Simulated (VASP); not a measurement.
# Re (Ia-3) in VASP: a series of runs

Runs on Re. Level: PBE. Tasks: relaxation of cell and atoms, single point.

Program: VASP 6.6.1. These are calculated values, not measurements. Logs are shortened: lines on timing, memory, paths and dates and some standing lists are left out, and cuts for length are marked.

## 1. The cell of the first run

Symmetry: Ia-3, No. 206, cubic system. The conventional cell has a = 6.398 Å, b = 6.398 Å, c = 6.398 Å, α = 90.00°, β = 90.00°, γ = 90.00°. Within 3.0 Å of Re (site symmetry 3) lie 4 Re at 2.28 to 2.30 Å.

## 2. Relaxation of cell and atoms, PBE

The input, INCAR:

```
ALGO     = Normal         # electronic algorithm
EDIFF    = 1E-7           # SCF threshold, eV
EDIFFG   = -0.04          # ionic threshold
ENCUT    = 560            # plane-wave cutoff, eV
GGA      = PE             # functional
GGA_COMPAT= False        
IBRION   = 2              # ionic algorithm
ISIF     = 3              # what is computed and relaxed
ISMEAR   = 0              # smearing method
LASPH    = True           # aspherical terms in the spheres
LCHARG   = False          # write CHGCAR
LREAL    = False          # projectors in reciprocal space
LWAVE    = False          # write WAVECAR
NELM     = 120            # most SCF steps
NELMIN   = 4            
NSW      = 90             # ionic steps
PREC     = Accurate       # precision mode
SIGMA    = 0.1            # smearing width, eV
```

The input, KPOINTS:

```
k-points
0
Gamma
  4 4 4
```

The input, POSCAR:

```
Re
1.0
   -3.1988913854      3.1988913854      3.1988913854
    3.1988913854     -3.1988913854      3.1988913854
    3.1988913854      3.1988913854     -3.1988913854
Re
8
Direct
    0.2060000000      0.2060000000      0.2060000000
    0.5000000000      0.0000000000      0.2940000000
    0.2940000000      0.5000000000      0.0000000000
    0.0000000000      0.2940000000      0.5000000000
    0.7940000000      0.7940000000      0.7940000000
    0.5000000000      0.0000000000      0.7060000000
    0.7060000000      0.5000000000      0.0000000000
    0.0000000000      0.7060000000      0.5000000000
```

Potentials or basis: VASP PAW PBE potentials, release 64 (Re_sv_GW).

Command:

```console
$ cat potpaw_PBE.64/Re_sv_GW/POTCAR > POTCAR
$ mpirun -np 1 vasp_std > vasp.out
```

OUTCAR:

```text
EDIFF = 1E-7
   EDIFFG = -0.04
   ENCUT = 560
   GGA = PE
   IBRION = 2
   ISIF = 3
   ISMEAR = 0
   LASPH = True
   LREAL = False
   NELM = 120
   NELMIN = 4
   NSW = 90
   PREC = Accurate

 ion  position               nearest neighbor table
   1  0.206  0.206  0.206-   5 2.28   3 2.30   4 2.30   2 2.30   5 3.26
   2  0.500  0.000  0.294-   6 2.28   4 2.30   1 2.30   3 2.30   6 3.26
   3  0.294  0.500  0.000-   7 2.28   2 2.30   1 2.30   4 2.30   7 3.26
   4  0.000  0.294  0.500-   8 2.28   3 2.30   1 2.30   2 2.30   8 3.26
   5  0.794  0.794  0.794-   1 2.28   6 2.30   7 2.30   8 2.30   1 3.26
   6  0.500  0.000  0.706-   2 2.28   5 2.30   7 2.30   8 2.30   2 3.26
   7  0.706  0.500  0.000-   3 2.28   5 2.30   8 2.30   6 2.30   3 3.26
   8  0.000  0.706  0.500-   4 2.28   5 2.30   6 2.30   7 2.30   4 3.26

  LATTYP: Found a body centered cubic cell.
 ALAT       =     6.3977827708

  Lattice vectors:

 A1 = (  -3.1988913854,   3.1988913854,   3.1988913854)
 A2 = (   3.1988913854,  -3.1988913854,   3.1988913854)
 A3 = (   3.1988913854,   3.1988913854,  -3.1988913854)

Analysis of symmetry for initial positions (statically):
=====================================================================
 Subroutine PRICEL returns:
 Original cell was already a primitive cell.

 Routine SETGRP: Setting up the symmetry group for a
 body centered cubic supercell.

 Subroutine GETGRP returns: Found 24 space group operations
 (whereof  6 operations were pure point group operations)
 out of a pool of 48 trial point group operations.

The static configuration has the point symmetry S_6 .
 The point group associated with its full space group is T_h .

Analysis of symmetry for dynamics (positions and initial velocities):
=====================================================================
 Subroutine PRICEL returns:
 Original cell was already a primitive cell.

 Routine SETGRP: Setting up the symmetry group for a
 body centered cubic supercell.

 Subroutine GETGRP returns: Found 24 space group operations
 (whereof  6 operations were pure point group operations)
 out of a pool of 48 trial point group operations.

The dynamic configuration has the point symmetry S_6 .
 The point group associated with its full space group is T_h .

 Subroutine INISYM returns: Found 24 space group operations
 (whereof  6 operations are pure point group operations),
 and found     1 'primitive' translations

----------------------------------------------------------------------------------------

                                     Primitive cell

  volume of cell :     130.9358

  direct lattice vectors                    reciprocal lattice vectors
    -3.198891385  3.198891385  3.198891385     0.000000000  0.156304150  0.156304150
     3.198891385 -3.198891385  3.198891385     0.156304150  0.000000000  0.156304150
     3.198891385  3.198891385 -3.198891385     0.156304150  0.156304150  0.000000000

  length of vectors
     5.540642407  5.540642407  5.540642407     0.221047449  0.221047449  0.221047449

  position of ions in fractional coordinates (direct lattice)
     0.206000000  0.206000000  0.206000000
     0.500000000  0.000000000  0.294000000
     0.294000000  0.500000000  0.000000000
     0.000000000  0.294000000  0.500000000
     0.794000000  0.794000000  0.794000000
     0.500000000  0.000000000  0.706000000
     0.706000000  0.500000000  0.000000000
     0.000000000  0.706000000  0.500000000

  ion indices of the primitive-cell ions
   primitive index   ion index
                 1           1
                 2           2
                 3           3
                 4           4
                 5           5
                 6           6
                 7           7
                 8           8

----------------------------------------------------------------------------------------

 KPOINTS: k-points

Automatic generation of k-mesh.
 Grid dimensions read from file:
 generate k-points for:    4    4    4

 Generating k-lattice:

  Cartesian coordinates                     Fractional coordinates (reciprocal lattice)
     0.000000000  0.039076038  0.039076038     0.250000000  0.000000000  0.000000000
     0.039076038  0.000000000  0.039076038     0.000000000  0.250000000  0.000000000
     0.039076038  0.039076038  0.000000000     0.000000000  0.000000000  0.250000000

  Length of vectors
     0.055261862  0.055261862  0.055261862

  Shift w.r.t. Gamma in fractional coordinates (k-lattice)
     0.000000000  0.000000000  0.000000000

 Subroutine IBZKPT returns following result:
 ===========================================

 Found      8 irreducible k-points:

 Following reciprocal coordinates:
            Coordinates               Weight
  0.000000  0.000000  0.000000      1.000000
  0.250000  0.000000  0.000000     12.000000
  0.500000  0.000000  0.000000      6.000000
  0.250000  0.250000  0.000000     24.000000
  0.250000  0.250000  0.250000      2.000000
 -0.250000  0.250000  0.250000      6.000000
  0.500000  0.500000  0.250000     12.000000
  0.500000  0.500000  0.500000      1.000000
   k-points           NKPTS =      8   k-points in BZ     NKDIM =      8   number of bands    NBANDS=     72
   number of dos      NEDOS =    301   number of ions     NIONS =      8
   total plane-waves  NPLWV = 110592
   dimension x,y,z NGX =    48 NGY =   48 NGZ =   48
   dimension x,y,z NGXF=    96 NGYF=   96 NGZF=   96
   ions per type =               8
   NGX,Y,Z   is equivalent  to a cutoff of  14.40, 14.40, 14.40 a.u.
   NGXF,Y,Z  is equivalent  to a cutoff of  28.80, 28.80, 28.80 a.u.
 SYSTEM =  unknown system
   PREC   = accura    normal or accurate (medium, high low for compatibility)
   ISTART =      0    job   : 0-new  1-cont  2-samecut
   ICHARG =      2    charge: 1-file 2-atom 10-const
   ISPIN  =      1    spin polarized calculation?
   LNONCOLLINEAR =      F non collinear calculations
   LSORBIT =      F    spin-orbit coupling
   LASPH  =      T    aspherical Exc in radial PAW
   ENCUT  =  560.0 eV  41.16 Ry    6.42 a.u.  10.69 10.69 10.69*2*pi/ulx,y,z
   NELM   =    120;   NELMIN=  4; NELMDL= -5     # of ELM steps
   EDIFF  = 0.1E-06   stopping-criterion for ELM
   LREAL  =      F    real-space projection
   EDIFFG = -.4E-01   stopping-criterion for IOM
   NSW    =     90    number of steps for IOM
   IBRION =      2    ionic relax: 0-MD 1-quasi-New 2-CG
   NFREE  =      1    steps in history (QN), initial steepest desc. (CG)
   ISIF   =      3    stress and relaxation
   ISYM   =      2    0-nonsym 1-usesym 2-fastsym
   POTIM  = 0.5000    time-step for ionic-motion
   TEBEG  =    0.0;   TEEND  =   0.0 temperature during run
   PSTRESS=    0.0 pullay stress
   NELECT =     120.0000    total number of electrons
   NUPDOWN=      -1.0000    fix difference up-down
   EMIN   =  10.00;   EMAX   =-10.00  energy-range for DOS
   EFERMI =   0.00;   METHOD = LEGACY
   ISMEAR =     0;   SIGMA  =   0.10  broadening in eV -4-tet -1-fermi 0-gaus
   EFERMI_NEDOS =   21; number of points for ismear=-14 and -15
   IALGO  =     38    algorithm
   IMIX   =      4    mixing-type and parameters
     AMIX     =   0.40;   BMIX     =  1.00
     AMIX_MAG =   1.60;   BMIX_MAG =  1.00
  volume/ion in A,a.u.               =      16.37       110.45
  Fermi-wavevector in a.u.,A,eV,Ry     =   1.590190  3.005024 34.405121  2.528705
  Thomas-Fermi vector in A             =   2.688923
   LORBIT       =      0    0 simple, 1 ext, 2 COOP (PROOUT), +10 PAW based schemes
   GGA     = PE    functional components
   LHFCALC =     F    Hartree Fock is set to
   AEXX    =    0.0000 exact exchange contribution
   IVDW    =     0    specifies the selected vdW correction
   LEPSILON=     F    determine dielectric tensor
   LRPA    =     F    only Hartree local field effects (RPA)
 conjugate gradient relaxation of ions
 non-spin polarized calculation
 Gauss-broadening in eV      SIGMA  =   0.10
  energy-cutoff  :      560.00
  volume of cell :      130.94
 maximum number of plane-waves:      3997
 NGX is ok and might be reduce to    48
   NGX = 21   NGY = 21   NGZ = 21

--------------------------------------- Ionic step        1  -------------------------------------------

 number of electron     120.0000007 magnetization

 Free energy of the ion-electron system (eV)
  ---------------------------------------------------
  ext. energy  EPLUGINS =         0.00000000
  ---------------------------------------------------
  free energy    TOTEN  =       -96.45163093 eV

  energy without entropy =      -96.42853607  energy(sigma->0) =      -96.44008350

 E-fermi :  11.5214     XC(G=0): -13.2471

 val. band max:       11.4117987283   @ k =   0.5000   0.5000   0.2500
 cond. band min:      11.5906100273   @ k =   0.2500   0.2500   0.0000
 fundamental gap:      0.1788112990
 Fermi energy:        11.5214036692

 k-point     1 :       0.0000    0.0000    0.0000
  band No.  band energies     occupation
      1     -68.4419      2.00000
      2     -68.2603      2.00000
      3     -68.1116      2.00000
      4     -68.1116      2.00000
      5     -68.1116      2.00000
      6     -67.9322      2.00000
[... 628 lines left out ...]
  energy  without entropy=      -96.4285360703  energy(sigma->0) =      -96.44008350

--------------------------------------- Ionic step        2  -------------------------------------------

 number of electron     120.0000040 magnetization

 E-fermi :   2.4422     XC(G=0):  -9.1067

 val. band max:        2.4130408861   @ k =   0.2500   0.2500   0.0000
 cond. band min:       2.4765552468   @ k =   0.2500   0.2500   0.0000
 fundamental gap:      0.0635143606
 Fermi energy:         2.4421816635

 k-point     1 :       0.0000    0.0000    0.0000
  band No.  band energies     occupation
      1     -77.6536      2.00000
      2     -77.6521      2.00000
      3     -77.6419      2.00000
      4     -77.6419      2.00000
      5     -77.6419      2.00000
      6     -77.6385      2.00000
[... 666 lines left out ...]
  FREE ENERGIE OF THE ION-ELECTRON SYSTEM (eV)
  ---------------------------------------------------
  free  energy   TOTEN  =      -100.2873547017 eV

  energy  without entropy=     -100.2447078284  energy(sigma->0) =     -100.26603127

[... ionic steps 4 to 7 ...]

--------------------------------------- Ionic step        8  -------------------------------------------

 number of electron     119.9999996 magnetization

------------------------ aborting loop because EDIFF is reached ----------------------------------------

  FORCE on cell =-STRESS in cart. coord.  units (eV):
  Direction    XX          YY          ZZ          XY          YZ          ZX
  --------------------------------------------------------------------------------------
  -------------------------------------------------------------------------------------
  Total       -0.3753977     -0.3753977     -0.3753977     -0.0000000     -0.0000000      0.0000000
  in kB       -3.7478878     -3.7478878     -3.7478878     -0.0000000     -0.0000000      0.0000000
  external PRESSURE =      -3.7478878 kB  Pullay stress =       0.0000000 kB
[... 69 lines left out ...]
  energy  without entropy=     -101.1066278567  energy(sigma->0) =     -101.12096437

--------------------------------------- Ionic step       10  -------------------------------------------

 number of electron     119.9999996 magnetization

 Free energy of the ion-electron system (eV)
  ---------------------------------------------------
  ext. energy  EPLUGINS =         0.00000000
  ---------------------------------------------------
  free energy    TOTEN  =      -101.13727975 eV

  energy without entropy =     -101.10846324  energy(sigma->0) =     -101.12287149

 E-fermi :   8.6122     XC(G=0): -12.1025

 val. band max:        8.5482899515   @ k =   0.5000   0.5000   0.2500
 cond. band min:       8.6611669774   @ k =   0.2500   0.2500   0.0000
 fundamental gap:      0.1128770259
 Fermi energy:         8.6122447632

 k-point     1 :       0.0000    0.0000    0.0000
  band No.  band energies     occupation
      1     -71.2631      2.00000
      2     -71.1525      2.00000
      3     -71.1154      2.00000
      4     -71.1154      2.00000
      5     -71.1154      2.00000
      6     -71.0055      2.00000
[... 624 lines left out ...]
  FREE ENERGIE OF THE ION-ELECTRON SYSTEM (eV)
  ---------------------------------------------------
  free  energy   TOTEN  =      -101.1372797472 eV

  energy  without entropy=     -101.1084632367  energy(sigma->0) =     -101.12287149

 reached required accuracy - stopping structural energy minimisation
```

Run time: 18 min. Hardware: 1 thread of Intel Xeon Platinum 8488C (Sapphire Rapids), shared host; peak memory 0.37 GiB.

What came out:

- Free energy: -101.1373 eV
- Relaxed volume: 20.03 Å³/atom
- Relaxed cell: a = 5.926 Å, b = 5.926 Å, c = 5.926 Å, α = 109.47°, β = 109.47°, γ = 109.47°
- Space group after relaxing (to 0.1 Å): Ia-3 (No. 206)
- Pressure after relaxing: 0.0 GPa
- Largest force after relaxing: 0.026 eV/Å
- Band gap on the k mesh: zero (bands 60 and 61 overlap by 1.31 eV)

Forces on the atoms (eV/Å):
```
Re   0.015  0.015  0.015
Re  -0.015 -0.015  0.015
Re   0.015 -0.015 -0.015
Re  -0.015  0.015 -0.015
Re  -0.015 -0.015 -0.015
Re   0.015  0.015 -0.015
Re  -0.015  0.015  0.015
Re   0.015 -0.015  0.015
```

Final structure:
```yaml
crystal:
  lattice:
    - [-3.42163, 3.42163, 3.42163]
    - [3.42163, -3.42163, 3.42163]
    - [3.42163, 3.42163, -3.42163]
  atoms:
    - { symbol: Re, position: [0.20097, 0.20097, 0.20097] }
    - { symbol: Re, position: [0.50000, 0.00000, 0.29903] }
    - { symbol: Re, position: [0.29903, 0.50000, 0.00000] }
    - { symbol: Re, position: [0.00000, 0.29903, 0.50000] }
    - { symbol: Re, position: [0.79903, 0.79903, 0.79903] }
    - { symbol: Re, position: [0.50000, 0.00000, 0.70097] }
    - { symbol: Re, position: [0.70097, 0.50000, 0.00000] }
    - { symbol: Re, position: [0.00000, 0.70097, 0.50000] }
```

Levels at points of the mesh, in eV from the Fermi level:
```csv
k point,band 58,band 59,band 60,band 61,band 62,band 63
"(0.00, 0.00, 0.00)",-0.86,-0.86,0.63,0.63,0.63,1.38
"(0.50, 0.00, 0.00)",-0.90,-0.27,-0.27,0.14,0.14,0.89
"(0.50, 0.50, 0.50)",-1.23,-1.23,-0.69,-0.69,-0.50,0.50
```

Caveat: the volume moved by over 15 % at a fixed basis, so the end points are rough; spin-orbit coupling is left out, which moves the levels of the heavy elements.

[end of part 1 of 2]

The gap in the log of VASP goes by the Fermi energy; the results here count the filled bands.